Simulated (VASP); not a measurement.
Sn, 1 atom in the cell. The structure is orthorhombic, space group Immm (No. 71). Conventional cell: a = 3.406 Å, b = 3.503 Å, c = 4.613 Å, α = 90.00°, β = 90.00°, γ = 90.00°. Sn (site symmetry mmm) has 12 Sn at 3.36 to 3.50 Å within 4.4 Å. 

| Quantity | Value |
| --- | --- |
| Program | VASP 6.6.1 |
| Task | single point |
| Functional | LDA |
| Potentials or basis | VASP PAW LDA potentials, release 64 (Sn_d) |
| Cutoff | 520 eV |
| k mesh | 11 × 11 × 11 |
| Occupations | fermi-dirac, width 0.05 eV |
| Spin | no spin polarisation |
| Dipole correction | no |
| Further INCAR settings | ALGO = Fast; EDIFF = 1e-06; NBANDS = 13 |

Potentials or basis: VASP PAW LDA potentials, release 64 (Sn_d).

The run is started by

```sh
$ cat potpaw_LDA.64/Sn_d/POTCAR > POTCAR
$ mpirun -np 1 vasp_std > vasp.out
```

Hardware: 1 thread of Intel Xeon 8259CL (shared host).

Problem. Estimate the wall time of this run.

Solution. It took 2.3 min on 1 thread of Intel Xeon 8259CL, with other jobs on the host, peak memory 0.19 GiB. Counts: scf iterations 12, k points 216.
